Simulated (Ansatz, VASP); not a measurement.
# Two plane-wave programs on SiNi

File INCAR:

```
  PREC = Accurate
  ENCUT = 520
  EDIFF = 1E-7
  ISMEAR = 0
  SIGMA = 0.1
  LREAL = Auto
  LASPH = True
  NELM = 100
  ALGO = Fast
  ISIF = 2
  LWAVE = False
  LCHARG = False
  GGA = PS
  NBANDS = 70
```

The input KPOINTS:

```
Automatic mesh
0
Gamma
  8 5 6
```

Contents of POSCAR:

```
SiNi
1.0
   -6.2905200000     -0.0000130000     -0.0000230000
   -3.1452490000     -3.1443240000      4.6353720000
   -3.1452350000      3.1435240000      4.6348270000
Si Ni
8 8
Direct
    0.8315578526      0.6695873109      0.1673254401
    0.8152381736      0.1850688170      0.6826215373
    0.3317012175      0.1694671530      0.6672317672
    0.9533603455      0.0478988611      0.0927011197
    0.9533941907      0.5951561223      0.5454339311
    0.4051093205      0.0468157097      0.0937408865
    0.4051025816      0.5961771895      0.5443593646
    0.5521400459      0.4476508538      0.9450065387
    0.3162549641      0.6838504734      0.1813901583
    0.0817816888      0.4199104999      0.9174303364
    0.0556019181      0.9444755111      0.4419568983
    0.5813837986      0.9199326557      0.4175589417
    0.1738504319      0.8273210886      0.8160080979
    0.1739983634      0.3183697742      0.3249375925
    0.6817934918      0.8258476544      0.8173719813
    0.6816646989      0.3197380682      0.3234451593
```

Input for Ansatz:

```yaml
crystal:
  lattice:
    - [-6.29052, -1.3e-05, -2.3e-05]
    - [-3.145249, -3.144324, 4.635372]
    - [-3.145235, 3.143524, 4.634827]
  atoms:
    - { symbol: Si, position: [0.8315578526, 0.6695873109, 0.1673254401] }
    - { symbol: Si, position: [0.8152381736, 0.185068817, 0.6826215373] }
    - { symbol: Ni, position: [0.3162549641, 0.6838504734, 0.1813901583] }
    - { symbol: Si, position: [0.3317012175, 0.169467153, 0.6672317672] }
    - { symbol: Si, position: [0.9533603455, 0.0478988611, 0.0927011197] }
    - { symbol: Si, position: [0.9533941907, 0.5951561223, 0.5454339311] }
    - { symbol: Si, position: [0.4051093205, 0.0468157097, 0.0937408865] }
    - { symbol: Si, position: [0.4051025816, 0.5961771895, 0.5443593646] }
    - { symbol: Ni, position: [0.0817816888, 0.4199104999, 0.9174303364] }
    - { symbol: Ni, position: [0.0556019181, 0.9444755111, 0.4419568983] }
    - { symbol: Si, position: [0.5521400459, 0.4476508538, 0.9450065387] }
    - { symbol: Ni, position: [0.5813837986, 0.9199326557, 0.4175589417] }
    - { symbol: Ni, position: [0.1738504319, 0.8273210886, 0.8160080979] }
    - { symbol: Ni, position: [0.1739983634, 0.3183697742, 0.3249375925] }
    - { symbol: Ni, position: [0.6817934918, 0.8258476544, 0.8173719813] }
    - { symbol: Ni, position: [0.6816646989, 0.3197380682, 0.3234451593] }
basis:
  ecutwfc: 420
kpoints:
  mp_grid: { grid: [8, 5, 6] }
hamiltonian:
  xc: pbesol
scf:
  occupations: { method: gaussian, width: 0.1 }
  n_extra_bands: 8
output:
  forces: true
  stress: true
  eigenvalues: true
  populations: true
  dos:
    method: { smearing: { sigma: 0.1, scheme: gaussian } }
    projected: true
    de: 0.02
  write_density: true
  write_potential: true
  elf: true
  volumetric_format: npy
```

Alike in both runs: task single point; functional PBEsol; k mesh 8 × 5 × 6; occupations gaussian, width 0.1 eV; no spin polarisation.

|  | VASP | Ansatz |
| --- | --- | --- |
| version | VASP 6.6.1 | Ansatz 0.2.0 |
| potentials or method | VASP PAW PBE potentials, release 64 (Si, Ni), cutoff 520 eV | scalar-relativistic, plane waves, PAW |
| valence electrons in the cell | 112 | 176 |

```tsv
	VASP	Ansatz	Ansatz less VASP
gap on the k mesh at the Fermi level (eV)	none	none	-
pressure (GPa)	0.1	-0.2	-0.25
rms of the force components (eV/Å)	0.026	0.031	+0.0056
```

VASP's potentials were made for PBE, not for PBEsol. A gap of «none» marks a metal or a gap that the smearing closes. VASP's potentials hold 112 valence electrons a cell and Ansatz's 176, so a difference there can come from the potentials and not from the codes.
